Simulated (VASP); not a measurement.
Here is a VASP 6.6.1 calculation.

The input INCAR:

```
PREC = Accurate ; ENCUT = 520
EDIFF = 1E-6 ; ISMEAR = -1
SIGMA = 0.05 ; LREAL = False
LASPH = True ; NELM = 150
ALGO = Normal ; ISIF = 2
LWAVE = False ; LCHARG = False
ISPIN = 2 ; MAGMOM = 1 0 0 0 0 0 0 0
LORBIT = 11 ; LMAXMIX = 4
GGA = PE ; NBANDS = 48
```

The input KPOINTS:

```
Automatic mesh
0
Gamma
  4 7 4
```

Contents of POSCAR:

```
CuO
1.0
    4.6791000000     -3.4805000000      0.0000000000
    2.3395500000      1.7402500000      0.0000000000
   -0.7652000000      0.0000000000      5.0607800000
Cu O
4 4
Direct
    0.0000000000      0.5000000000      0.0000000000
    0.5000000000      0.5000000000      0.0000000000
    0.2500000000      0.0000000000      0.5000000000
    0.7500000000      0.0000000000      0.5000000000
    0.2738500000      0.4523000000      0.2500000000
    0.7738500000      0.4523000000      0.2500000000
    0.2261500000      0.5477000000      0.7500000000
    0.7261500000      0.5477000000      0.7500000000
```

Potentials or basis: VASP PAW PBE potentials, release 64 (Cu, O).

Run with:

```console
$ cat potpaw_PBE.64/Cu/POTCAR potpaw_PBE.64/O/POTCAR > POTCAR
$ mpirun -np 1 vasp_std > vasp.out
```

Predict the band gap on the k mesh.

zero (filled and empty bands overlap).

Estimate the largest force.

0.222 eV/Å.

Predict the net moment.

0.00 μB per cell.

Forces on the atoms (eV/Å):
```
Cu   0.000  0.000  0.000
Cu   0.000  0.000  0.000
Cu   0.000  0.000  0.000
Cu   0.000  0.000  0.000
O    0.002 -0.222 -0.003
O    0.002 -0.222 -0.003
O   -0.002  0.222  0.003
O   -0.002  0.222  0.003
```

Caveat: semilocal functionals often make such compounds metallic where correlation or magnetic order opens a gap, which also shifts bond lengths. With open d or f shells a metallic result of PBE can be an artefact of self-interaction; +U or a hybrid may open a gap.
